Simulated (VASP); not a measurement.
# PbO (P4/nmm) in VASP: single point with PBE

Aim: the single point of PbO with PBE.

All numbers are computed with VASP 6.6.1; they aren't measurements. Logs are shortened: lines on timing, memory, paths and dates and some standing lists are left out, and cuts for length are marked.

## (1) The cell of the first run

Symmetry: P4/nmm, No. 129, tetragonal system. Conventional cell: a = 3.978 Å, b = 3.978 Å, c = 5.009 Å, α = 90.00°, β = 90.00°, γ = 90.00°. Pb (site symmetry 4mm) has 4 O at 2.32 Å within 3.1 Å. O (site symmetry -4m2) has 4 Pb at 2.32 Å and 4 O at 2.81 Å within 3.1 Å.

## (2) Single point, PBE

INCAR

```
PREC = Accurate ; ENCUT = 600
EDIFF = 1E-6 ; ISMEAR = 0
SIGMA = 0.01 ; LREAL = False
LASPH = True ; NELM = 120
ALGO = Normal ; ISIF = 2
LWAVE = False ; LCHARG = True
GGA = PE ; LELF = True
LVHAR = True ; NBANDS = 28
GGA_COMPAT = False
```

KPOINTS

```
regular mesh
0
Gamma
  4 4 4
```

POSCAR

```
PbO
1.0
    3.9784492919      0.0000000000      0.0000000000
    0.0000000000      3.9784492919      0.0000000000
    0.0000000000      0.0000000000      5.0093266658
Pb O
2 2
Direct
    0.0000000000      0.5000000000      0.2364092148
    0.5000000000      0.0000000000      0.7635907852
    0.5000000000      0.5000000000      0.0000000000
    0.0000000000      0.0000000000      0.0000000000
```

Potentials or basis: VASP PAW PBE potentials, release 64 (Pb_d, O).

Launch:

```sh
> cat potpaw_PBE.64/Pb_d/POTCAR potpaw_PBE.64/O/POTCAR > POTCAR
> mpirun -np 1 vasp_std > vasp.out
```

OUTCAR:

```text
PREC = Accurate
   ENCUT = 600
   EDIFF = 1E-6
   ISMEAR = 0
   LREAL = False
   LASPH = True
   NELM = 120
   ISIF = 2
   GGA = PE

 ion  position               nearest neighbor table
   1  0.000  0.500  0.236-   3 2.32   4 2.32   4 2.32   3 2.32   2 3.68   2 3.68   2 3.68   2 3.68
                             2 3.86   2 3.86   2 3.86   2 3.86
   2  0.500  0.000  0.764-   3 2.32   4 2.32   3 2.32   4 2.32   1 3.68   1 3.68   1 3.68   1 3.68
                             1 3.86   1 3.86   1 3.86   1 3.86
   3  0.500  0.500  0.000-   1 2.32   2 2.32   2 2.32   1 2.32
   4  0.000  0.000  0.000-   1 2.32   2 2.32   1 2.32   2 2.32

  LATTYP: Found a simple tetragonal cell.
 ALAT       =     3.9784492919
 C/A-ratio  =     1.2591153734

  Lattice vectors:

 A1 = (   3.9784492919,   0.0000000000,   0.0000000000)
 A2 = (   0.0000000000,   3.9784492919,   0.0000000000)
 A3 = (   0.0000000000,   0.0000000000,   5.0093266658)

Analysis of symmetry for initial positions (statically):
=====================================================================
 Subroutine PRICEL returns:
 Original cell was already a primitive cell.

 Routine SETGRP: Setting up the symmetry group for a
 simple tetragonal supercell.

 Subroutine GETGRP returns: Found 16 space group operations
 (whereof  8 operations were pure point group operations)
 out of a pool of 16 trial point group operations.

The static configuration has the point symmetry D_2d.
 The point group associated with its full space group is D_4h.

Analysis of symmetry for dynamics (positions and initial velocities):
=====================================================================
 Subroutine PRICEL returns:
 Original cell was already a primitive cell.

 Routine SETGRP: Setting up the symmetry group for a
 simple tetragonal supercell.

 Subroutine GETGRP returns: Found 16 space group operations
 (whereof  8 operations were pure point group operations)
 out of a pool of 16 trial point group operations.

The dynamic configuration has the point symmetry D_2d.
 The point group associated with its full space group is D_4h.

 Subroutine INISYM returns: Found 16 space group operations
 (whereof  8 operations are pure point group operations),
 and found     1 'primitive' translations

----------------------------------------------------------------------------------------

                                     Primitive cell

  volume of cell :      79.2879

  direct lattice vectors                    reciprocal lattice vectors
     3.978449292  0.000000000  0.000000000     0.251354215  0.000000000  0.000000000
     0.000000000  3.978449292  0.000000000     0.000000000  0.251354215  0.000000000
     0.000000000  0.000000000  5.009326666     0.000000000  0.000000000  0.199627628

  length of vectors
     3.978449292  3.978449292  5.009326666     0.251354215  0.251354215  0.199627628

  position of ions in fractional coordinates (direct lattice)
     0.000000000  0.500000000  0.236409215
     0.500000000  0.000000000  0.763590785
     0.500000000  0.500000000  0.000000000
     0.000000000  0.000000000  0.000000000

  ion indices of the primitive-cell ions
   primitive index   ion index
                 1           1
                 2           2
                 3           3
                 4           4

----------------------------------------------------------------------------------------

 KPOINTS: regular mesh

Automatic generation of k-mesh.
 Grid dimensions read from file:
 generate k-points for:    4    4    4

 Generating k-lattice:

  Cartesian coordinates                     Fractional coordinates (reciprocal lattice)
     0.062838554  0.000000000  0.000000000     0.250000000  0.000000000  0.000000000
     0.000000000  0.062838554  0.000000000     0.000000000  0.250000000  0.000000000
     0.000000000  0.000000000  0.049906907     0.000000000  0.000000000  0.250000000

  Length of vectors
     0.062838554  0.062838554  0.049906907

  Shift w.r.t. Gamma in fractional coordinates (k-lattice)
     0.000000000  0.000000000  0.000000000

 Subroutine IBZKPT returns following result:
 ===========================================

 Found     18 irreducible k-points:

 Following reciprocal coordinates:
            Coordinates               Weight
  0.000000  0.000000  0.000000      1.000000
  0.250000  0.000000  0.000000      4.000000
  0.500000  0.000000  0.000000      2.000000
  0.250000  0.250000  0.000000      4.000000
  0.500000  0.250000  0.000000      4.000000
  0.500000  0.500000  0.000000      1.000000
[... 10 lines left out ...]
  0.500000  0.250000  0.500000      4.000000
  0.500000  0.500000  0.500000      1.000000
   k-points           NKPTS =     18   k-points in BZ     NKDIM =     18   number of bands    NBANDS=     28
   number of dos      NEDOS =    301   number of ions     NIONS =      4
   total plane-waves  NPLWV =  40960
   dimension x,y,z NGX =    32 NGY =   32 NGZ =   40
   dimension x,y,z NGXF=    64 NGYF=   64 NGZF=   80
   ions per type =               2   2
   NGX,Y,Z   is equivalent  to a cutoff of  13.37, 13.37, 13.27 a.u.
   NGXF,Y,Z  is equivalent  to a cutoff of  26.74, 26.74, 26.55 a.u.
 SYSTEM =  unknown system
   PREC   = accura    normal or accurate (medium, high low for compatibility)
   ISTART =      0    job   : 0-new  1-cont  2-samecut
   ICHARG =      2    charge: 1-file 2-atom 10-const
   ISPIN  =      1    spin polarized calculation?
   LNONCOLLINEAR =      F non collinear calculations
   LSORBIT =      F    spin-orbit coupling
   LASPH  =      T    aspherical Exc in radial PAW
   ENCUT  =  600.0 eV  44.10 Ry    6.64 a.u.   7.95  7.95 10.00*2*pi/ulx,y,z
   NELM   =    120;   NELMIN=  2; NELMDL= -5     # of ELM steps
   EDIFF  = 0.1E-05   stopping-criterion for ELM
   LREAL  =      F    real-space projection
   EDIFFG = 0.1E-04   stopping-criterion for IOM
   NSW    =      0    number of steps for IOM
   IBRION =     -1    ionic relax: 0-MD 1-quasi-New 2-CG
   NFREE  =      0    steps in history (QN), initial steepest desc. (CG)
   ISIF   =      2    stress and relaxation
   ISYM   =      2    0-nonsym 1-usesym 2-fastsym
   POTIM  = 0.5000    time-step for ionic-motion
   TEBEG  =    0.0;   TEEND  =   0.0 temperature during run
   PSTRESS=    0.0 pullay stress
   NELECT =      40.0000    total number of electrons
   NUPDOWN=      -1.0000    fix difference up-down
   EMIN   =  10.00;   EMAX   =-10.00  energy-range for DOS
   EFERMI =   0.00;   METHOD = LEGACY
   ISMEAR =     0;   SIGMA  =   0.01  broadening in eV -4-tet -1-fermi 0-gaus
   EFERMI_NEDOS =   21; number of points for ismear=-14 and -15
   IALGO  =     38    algorithm
   IMIX   =      4    mixing-type and parameters
     AMIX     =   0.40;   BMIX     =  1.00
     AMIX_MAG =   1.60;   BMIX_MAG =  1.00
  volume/ion in A,a.u.               =      19.82       133.77
  Fermi-wavevector in a.u.,A,eV,Ry     =   1.303244  2.462775 23.108756  1.698446
  Thomas-Fermi vector in A             =   2.434259
   LORBIT       =      0    0 simple, 1 ext, 2 COOP (PROOUT), +10 PAW based schemes
   GGA     = PE    functional components
   LHFCALC =     F    Hartree Fock is set to
   AEXX    =    0.0000 exact exchange contribution
   IVDW    =     0    specifies the selected vdW correction
   LEPSILON=     F    determine dielectric tensor
   LRPA    =     F    only Hartree local field effects (RPA)
 non-spin polarized calculation
 Gauss-broadening in eV      SIGMA  =   0.01
  energy-cutoff  :      600.00
  volume of cell :       79.29
 maximum number of plane-waves:      2660
 NGX is ok and might be reduce to    32
   NGX = 15   NGY = 15   NGZ = 21

 number of electron      40.0000000 magnetization

 Free energy of the ion-electron system (eV)
  ---------------------------------------------------
  ext. energy  EPLUGINS =         0.00000000
  ---------------------------------------------------
  free energy    TOTEN  =       -21.41654532 eV

  energy without entropy =      -21.41654532  energy(sigma->0) =      -21.41654532

 E-fermi :   5.2771     XC(G=0):  -9.8441

 val. band max:        5.1644241706   @ k =   0.0000   0.0000   0.0000
 cond. band min:       6.3956796012   @ k =   0.5000   0.5000   0.0000
 fundamental gap:      1.2312554306
 Fermi energy:         5.2770628174

 k-point     1 :       0.0000    0.0000    0.0000
  band No.  band energies     occupation
      1     -13.2484      2.00000
      2     -12.7097      2.00000
      3     -10.8570      2.00000
      4     -10.8570      2.00000
      5     -10.7953      2.00000
      6     -10.7745      2.00000
[... 20 lines left out ...]
     27      12.7099      0.00000
     28      13.2642      0.00000

 k-point     2 :       0.2500    0.0000    0.0000
  band No.  band energies     occupation
      1     -13.1259      2.00000
      2     -12.7549      2.00000
      3     -10.8283      2.00000
      4     -10.8217      2.00000
      5     -10.7507      2.00000
      6     -10.7416      2.00000
[... 20 lines left out ...]
     27      13.1982      0.00000
     28      16.0750      0.00000

 k-point     3 :       0.5000    0.0000    0.0000
  band No.  band energies     occupation
      1     -12.9059      2.00000
      2     -12.9059      2.00000
      3     -10.7659      2.00000
      4     -10.7659      2.00000
      5     -10.7557      2.00000
      6     -10.7557      2.00000
[... 20 lines left out ...]
     27      14.3891      0.00000
     28      14.3891      0.00000

 k-point     4 :       0.2500    0.2500    0.0000
  band No.  band energies     occupation
      1     -13.0382      2.00000
      2     -12.7845      2.00000
      3     -10.8162      2.00000
      4     -10.7656      2.00000
      5     -10.7225      2.00000
      6     -10.7199      2.00000
[... 20 lines left out ...]
     27      14.0491      0.00000
     28      14.7859      0.00000

 k-point     5 :       0.5000    0.2500    0.0000
  band No.  band energies     occupation
      1     -12.8872      2.00000
      2     -12.8872      2.00000
      3     -10.7454      2.00000
      4     -10.7454      2.00000
      5     -10.7362      2.00000
      6     -10.7362      2.00000
[... 20 lines left out ...]
     27      13.9179      0.00000
     28      13.9179      0.00000

 k-point     6 :       0.5000    0.5000    0.0000
  band No.  band energies     occupation
      1     -12.8741      2.00000
      2     -12.8741      2.00000
      3     -10.7654      2.00000
      4     -10.7654      2.00000
      5     -10.6610      2.00000
      6     -10.6610      2.00000
[... 277 lines left out ...]
      5     -10.7480      2.00000
      6     -10.7480      2.00000
[... 20 lines left out ...]
     27      14.5917      0.00000
     28      14.5917      0.00000

 k-point    16 :       0.2500    0.2500    0.5000
  band No.  band energies     occupation
      1     -13.0393      2.00000
      2     -12.7823      2.00000
      3     -10.8059      2.00000
      4     -10.7500      2.00000
      5     -10.7478      2.00000
      6     -10.7094      2.00000
[... 20 lines left out ...]
     27      15.8085      0.00000
     28      16.3647      0.00000

 k-point    17 :       0.5000    0.2500    0.5000
  band No.  band energies     occupation
      1     -12.8919      2.00000
      2     -12.8919      2.00000
      3     -10.7791      2.00000
      4     -10.7791      2.00000
      5     -10.7117      2.00000
      6     -10.7117      2.00000
[... 20 lines left out ...]
     27      16.1107      0.00000
     28      16.1107      0.00000

 k-point    18 :       0.5000    0.5000    0.5000
  band No.  band energies     occupation
      1     -12.8733      2.00000
      2     -12.8733      2.00000
      3     -10.7231      2.00000
      4     -10.7231      2.00000
      5     -10.6878      2.00000
      6     -10.6878      2.00000
[... 20 lines left out ...]
     27      16.3166      0.00000
     28      16.3166      0.00000

------------------------ aborting loop because EDIFF is reached ----------------------------------------

  FORCE on cell =-STRESS in cart. coord.  units (eV):
  Direction    XX          YY          ZZ          XY          YZ          ZX
  --------------------------------------------------------------------------------------
  -------------------------------------------------------------------------------------
  Total        2.4229687      2.4229687      1.9395721      0.0000000      0.0000000      0.0000000
  in kB       48.9611245     48.9611245     39.1930890      0.0000000      0.0000000      0.0000000
  external PRESSURE =      45.7051127 kB  Pullay stress =       0.0000000 kB

 VOLUME and BASIS-vectors are now :
 -----------------------------------------------------------------------------
  energy-cutoff  :      600.00
  volume of cell :       79.29
      direct lattice vectors                 reciprocal lattice vectors
     3.978449292  0.000000000  0.000000000     0.251354215  0.000000000  0.000000000
     0.000000000  3.978449292  0.000000000     0.000000000  0.251354215  0.000000000
     0.000000000  0.000000000  5.009326666     0.000000000  0.000000000  0.199627628

 POSITION                                       TOTAL-FORCE (eV/Angst)
 -----------------------------------------------------------------------------------
      0.00000      1.98922      1.18425         0.000000      0.000000      0.396400
      1.98922      0.00000      3.82508        -0.000000      0.000000     -0.396400
      1.98922      1.98922      0.00000        -0.000000      0.000000     -0.000000
      0.00000      0.00000      0.00000        -0.000000     -0.000000     -0.000000
 -----------------------------------------------------------------------------------
    total drift:                                0.000000     -0.000000      0.000000

  FREE ENERGIE OF THE ION-ELECTRON SYSTEM (eV)
  ---------------------------------------------------
  free  energy   TOTEN  =       -21.4165453206 eV

  energy  without entropy=      -21.4165453206  energy(sigma->0) =      -21.41654532
```

Wall time 32 s (1 thread of AMD EPYC 7R13 (Zen 3), shared host); peak memory 0.17 GiB.

Results:

```yaml
Free_energy: -21.4165 eV
Pressure: 4.6 GPa
Largest_force: 0.396 eV/Å
Band_gap_on_the_k_mesh: 1.23 eV (least direct gap 2.28 eV)
```

Forces in eV/Å, atoms in the order of the input:
```
Pb   0.000  0.000  0.396
Pb   0.000  0.000 -0.396
O    0.000  0.000  0.000
O    0.000  0.000  0.000
```

Levels at points of the mesh, in eV from the valence-band top:
```tsv
k point	band 17	band 18	band 19	band 20	band 21	band 22	band 23	band 24
(0.00, 0.00, 0.00)	-1.71	-1.67	-1.67	0.00	2.39	5.50	5.66	5.66
(0.50, 0.00, 0.00)	-3.02	-3.02	-1.65	-1.65	3.42	3.42	6.60	6.60
(0.50, 0.50, 0.00)	-1.65	-1.65	-1.04	-1.04	1.23	1.23	5.32	5.32
(0.00, 0.00, 0.50)	-1.75	-1.70	-1.70	-0.93	1.97	4.03	4.03	4.27
(0.50, 0.00, 0.50)	-2.98	-2.98	-0.99	-0.99	3.10	3.10	6.35	6.35
(0.50, 0.50, 0.50)	-2.23	-2.23	-1.05	-1.05	3.48	3.48	4.77	4.77
```

Caveat: the cell stands under pressure; spin-orbit coupling is left out, which moves the levels of the heavy elements.
